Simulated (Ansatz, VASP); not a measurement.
**One calculation of Cs, two programs**

File INCAR:

```
SYSTEM = Cs
ALGO = Normal ; DIPOL = 0.5 0.5 0.500
EDIFF = 1E-7 ; ENCUT = 520
GGA = PE ; IDIPOL = 3
ISIF = 2 ; ISMEAR = 0
LASPH = .TRUE. ; LCHARG = .TRUE.
LDIPOL = .TRUE. ; LELF = .TRUE.
LREAL = .FALSE. ; LVACPOTAV = .TRUE.
LVHAR = .TRUE. ; LWAVE = .FALSE.
NBANDS = 20 ; NELM = 80
PREC = Accurate ; SIGMA = 0.1
```

The input KPOINTS:

```
k-points
0
G
  3 3 1
  0 0 0
```

Contents of POSCAR:

```
Cs
1.0
    7.3237680000      0.0000000000      0.0000000000
   -3.6618840000      6.3425690000      0.0000000000
    0.0000000000      0.0000000000     16.0000000000
Cs
3
Direct
    0.3333333300      0.6666666700      0.5398749100
    0.6666666700      0.3333333300      0.4601250900
    0.0000000000      0.0000000000      0.5000000000
```

Input for Ansatz:

```yaml
crystal:
  lattice:
    - [7.323768, 0.0, 0.0]
    - [-3.661884, 6.342569, 0.0]
    - [0.0, 0.0, 16.0]
  atoms:
    - { symbol: Cs, position: [0.33333333, 0.66666667, 0.53987491] }
    - { symbol: Cs, position: [0.66666667, 0.33333333, 0.46012509] }
    - { symbol: Cs, position: [0.0, 0.0, 0.5] }
  periodic: [true, true, false]
basis:
  ecutwfc: 420
kpoints:
  mp_grid: { grid: [3, 3, 1] }
hamiltonian:
  xc: pbe
scf:
  occupations: { method: gaussian, width: 0.1 }
  lower_state_search: "off"
output:
  forces: true
  stress: true
  eigenvalues: true
```

Alike in both runs: task single point; functional PBE; k mesh 3 × 3 × 1; occupations gaussian, width 0.1 eV; no spin polarisation.

|  | VASP | Ansatz |
| --- | --- | --- |
| version | VASP 6.6.1 | Ansatz 0.2.0 |
| potentials or method | VASP PAW PBE potentials, release 64 (Cs_sv), cutoff 520 eV | scalar-relativistic, plane waves, PAW |
| valence electrons in the cell | 27 | 27 |

|  | VASP | Ansatz | Ansatz less VASP |
| --- | --- | --- | --- |
| gap on the k mesh at the Fermi level (eV) | none | none | - |
| rms of the force components (eV/Å) | 0.105 | 0.105 | 0.0000 |

Atom by atom the forces differ by 0.000 eV/Å (rms over components). A gap of «none» marks a metal or a gap that the smearing closes. With one functional, cell and mesh, what is left measures potentials, basis and numerics. Ansatz's warnings: slab cell height set.

Spin-orbit coupling is off throughout.
